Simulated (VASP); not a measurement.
# AlGaN2 (P-4m2) in VASP: a series of runs, part 2 of 2

VASP 6.6.1. Earlier steps stand in the parts before.

### Step 5. Single point, LDA (strain along c alone, the other axes held: -4.0 %, then relaxed in part)

The input, INCAR:

```
PREC = Accurate ; ENCUT = 520
EDIFF = 1E-6 ; ISMEAR = 0
SIGMA = 0.02 ; LREAL = F
LASPH = T ; NELM = 60
ALGO = Normal ; ISIF = 2
LWAVE = F ; LCHARG = T
GGA = CA ; LELF = T
LVHAR = T ; NBANDS = 21
```

The input, KPOINTS:

```
regular mesh
0
Gamma
  8 8 6
```

The input, POSCAR:

```
AlGaN2
1.0
    3.1152864669      0.0000000000      0.0000000000
    0.0000000000      3.1152864669      0.0000000000
    0.0000000000      0.0000000000      4.2089569927
Al Ga N
1 1 2
Direct
    0.5000000000      0.5000000000      0.5000000000
    0.0000000000      0.0000000000      0.0000000000
    0.5000000000      0.0000000000      0.7392191729
    0.0000000000      0.5000000000      0.2607808271
```

Potentials or basis: VASP PAW LDA potentials, release 64 (Al, Ga_d, N).

Launch:

```bash
$ cat potpaw_LDA.64/Al/POTCAR potpaw_LDA.64/Ga_d/POTCAR potpaw_LDA.64/N/POTCAR > POTCAR
$ mpirun -np 1 vasp_std > vasp.out
```

OUTCAR:

```text
PREC = Accurate
   ENCUT = 520
   EDIFF = 1E-6
   ISMEAR = 0
   LREAL = F
   LASPH = T
   NELM = 60
   ISIF = 2
   GGA = CA

 ion  position               nearest neighbor table
   1  0.500  0.500  0.500-   3 1.85   4 1.85   3 1.85   4 1.85   2 3.05   2 3.05   2 3.05   2 3.05
                             2 3.05   2 3.05   2 3.05   2 3.05
   2  0.000  0.000  0.000-   3 1.91   4 1.91   4 1.91   3 1.91   1 3.05   1 3.05   1 3.05   1 3.05
                             1 3.05   1 3.05   1 3.05   1 3.05
   3  0.500  0.000  0.739-   1 1.85   1 1.85   2 1.91   2 1.91
   4  0.000  0.500  0.261-   1 1.85   1 1.85   2 1.91   2 1.91

  LATTYP: Found a simple tetragonal cell.
 ALAT       =     3.1152864669
 C/A-ratio  =     1.3510657968

  Lattice vectors:

 A1 = (   3.1152864669,   0.0000000000,   0.0000000000)
 A2 = (   0.0000000000,   3.1152864669,   0.0000000000)
 A3 = (   0.0000000000,   0.0000000000,   4.2089569927)

Analysis of symmetry for initial positions (statically):
=====================================================================
 Subroutine PRICEL returns:
 Original cell was already a primitive cell.

 Routine SETGRP: Setting up the symmetry group for a
[... 168 lines left out ...]
  ---------------------------------------------------
  free energy    TOTEN  =       -30.24214624 eV

  energy without entropy =      -30.24214624  energy(sigma->0) =      -30.24214624

 E-fermi :   6.1477     XC(G=0): -12.0505

 val. band max:        6.0495828397   @ k =   0.0000   0.0000   0.0000
 cond. band min:       9.4532082519   @ k =   0.5000   0.5000   0.0000
 fundamental gap:      3.4036254122
 Fermi energy:         6.1476930093

 k-point     1 :       0.0000    0.0000    0.0000
  band No.  band energies     occupation
      1      -9.7644      2.00000
      2      -8.1299      2.00000
      3      -7.0142      2.00000
      4      -7.0142      2.00000
      5      -6.9634      2.00000
      6      -6.7508      2.00000
[... 565 lines left out ...]
     20      18.4685      0.00000
     21      18.6470      0.00000

 [... further k-points ...]
[... 5 lines left out ...]
  --------------------------------------------------------------------------------------
  -------------------------------------------------------------------------------------
  Total        2.1704532      2.1704532      3.2762219      0.0000000     -0.0000000      0.0000000
  in kB       85.1315502     85.1315502    128.5030487      0.0000000     -0.0000000      0.0000000
  external PRESSURE =      99.5887164 kB  Pullay stress =       0.0000000 kB

 VOLUME and BASIS-vectors are now :
 -----------------------------------------------------------------------------
  energy-cutoff  :      520.00
  volume of cell :       40.85
      direct lattice vectors                 reciprocal lattice vectors
     3.115286467  0.000000000  0.000000000     0.320997767  0.000000000  0.000000000
     0.000000000  3.115286467  0.000000000     0.000000000  0.320997767  0.000000000
     0.000000000  0.000000000  4.208956993     0.000000000  0.000000000  0.237588553

 POSITION                                       TOTAL-FORCE (eV/Angst)
 -----------------------------------------------------------------------------------
      1.55764      1.55764      2.10448         0.000000      0.000000      0.000000
      0.00000      0.00000      0.00000         0.000000     -0.000000      0.000000
      1.55764      0.00000      3.11134         0.000000     -0.000000     -0.028784
      0.00000      1.55764      1.09762        -0.000000     -0.000000      0.028784
 -----------------------------------------------------------------------------------
    total drift:                               -0.000000      0.000000      0.000000

  FREE ENERGIE OF THE ION-ELECTRON SYSTEM (eV)
  ---------------------------------------------------
  free  energy   TOTEN  =       -30.2421462437 eV

  energy  without entropy=      -30.2421462437  energy(sigma->0) =      -30.24214624
```

Wall time 70 s (1 thread of AMD EPYC 7R13, shared host); peak memory 0.14 GiB.

What came out:

```
Free energy            : -30.2421 eV
Pressure               : 10.0 GPa
Largest force          : 0.029 eV/Å
Band gap on the k mesh : 3.40 eV, indirect (least direct gap 3.42 eV)
```

Forces on the atoms (eV/Å):
```
Al   0.000  0.000  0.000
Ga   0.000  0.000  0.000
N    0.000  0.000 -0.029
N    0.000  0.000  0.029
```

Levels at points of the mesh, in eV from the valence-band top:
```
           k point  band 10  band 11  band 12  band 13  band 14  band 15  band 16  band 17
(0.00, 0.00, 0.00)    -2.68    -0.11     0.00     0.00     3.42     3.45     7.40    11.69
(0.50, 0.00, 0.00)    -2.95    -2.79    -1.16    -0.90     7.24     7.59     7.92     8.60
(0.50, 0.50, 0.00)    -2.28    -2.27    -2.27    -2.25     3.40     3.40     6.91     9.12
(0.00, 0.00, 0.50)    -1.79    -1.79    -1.15    -1.15     5.59     5.83     8.28     9.25
(0.50, 0.00, 0.50)    -1.13    -0.76    -0.72    -0.39     5.67     6.96     9.47     9.80
(0.50, 0.50, 0.50)    -4.30    -3.48    -3.48    -3.45     6.58     6.58     9.57    10.97
```

Caveat: the cell differs from its parent crystal (strain along c alone, the other axes held: -4.0 %, then relaxed in part).

### Step 6. Single point, LDA

This run uses another cell than the first one, of 10.21 Å³/atom, 1.113 times its volume.

The input, INCAR:

```
SYSTEM = AlGaN2
PREC = Accurate ; ENCUT = 520
EDIFF = 1E-7 ; ISMEAR = 0
SIGMA = 0.02 ; LREAL = .False.
LASPH = .True. ; NELM = 60
ALGO = Normal ; ISIF = 2
LWAVE = .False. ; LCHARG = .True.
LELF = .True. ; LVHAR = .True.
NBANDS = 21
```

The input, KPOINTS:

```
Automatic mesh
0
Gamma
  8 8 6
  0 0 0
```

POSCAR is that of step 5.

Potentials or basis: VASP PAW LDA potentials, release 64 (Al, Ga_d, N).

Launch:

```bash
$ cat potpaw_LDA.64/Al/POTCAR potpaw_LDA.64/Ga_d/POTCAR potpaw_LDA.64/N/POTCAR > POTCAR
$ mpirun -np 1 vasp_std > vasp.out
```

It took 75 s on 1 thread of AMD EPYC 7R13, shared host; peak memory 0.14 GiB.

The run converged. Its results:

- Free energy: -30.2421 eV
- Pressure: 10.0 GPa
- Largest force: 0.029 eV/Å
- Band gap on the k mesh: 3.40 eV, indirect (least direct gap 3.42 eV)

Forces in eV/Å, atoms in the order of the input:
```
Al   0.000  0.000  0.000
Ga   0.000  0.000  0.000
N    0.000  0.000 -0.029
N    0.000  0.000  0.029
```

Stress tensor (GPa, compression positive):
```
 8.52  0.00  0.00
 0.00  8.52  0.00
 0.00  0.00 12.85
```

Levels at points of the mesh, in eV from the valence-band top:
```tsv
k point	band 10	band 11	band 12	band 13	band 14	band 15	band 16	band 17
(0.00, 0.00, 0.00)	-2.68	-0.11	0.00	0.00	3.42	3.45	7.40	11.69
(0.50, 0.00, 0.00)	-2.95	-2.79	-1.16	-0.90	7.24	7.59	7.92	8.60
(0.50, 0.50, 0.00)	-2.28	-2.27	-2.27	-2.25	3.40	3.40	6.91	9.12
(0.00, 0.00, 0.50)	-1.79	-1.79	-1.15	-1.15	5.59	5.83	8.28	9.25
(0.50, 0.00, 0.50)	-1.13	-0.76	-0.72	-0.39	5.67	6.96	9.47	9.80
(0.50, 0.50, 0.50)	-4.30	-3.48	-3.48	-3.45	6.58	6.58	9.57	10.97
```

### Step 7. The runs side by side

| task | cell | cutoff (eV) | gap on the mesh (eV) | pressure (GPa) | largest force (eV/Å) |
| --- | --- | --- | --- | --- | --- |
| relaxation of cell and atoms | relaxed to 40 GPa from a = 2.968, b = 2.968, c = 4.168 Å, 4 atoms | 600 | 3.30 | 40.0 | - |
| single point | a = 3.115, b = 3.115, c = 4.121 Å, 4 atoms | 520 | 3.44 | 15.1 | 0.03 |
| single point | a = 3.115, b = 3.115, c = 4.209 Å, 4 atoms | 520 | 3.40 | 10.0 | 0.03 |

Alike in all rows: level LDA; potentials or basis VASP PAW LDA potentials, release 64 (Al, Ga_d, N); no spin polarisation; k mesh 8 × 8 × 6; smearing gaussian 0.02 eV.

Caveats: the cell is relaxed towards a set pressure, so the enthalpy falls and the energy may rise (some runs).

Total energies depend on the potentials used, so only differences within one code and one set of settings carry meaning.
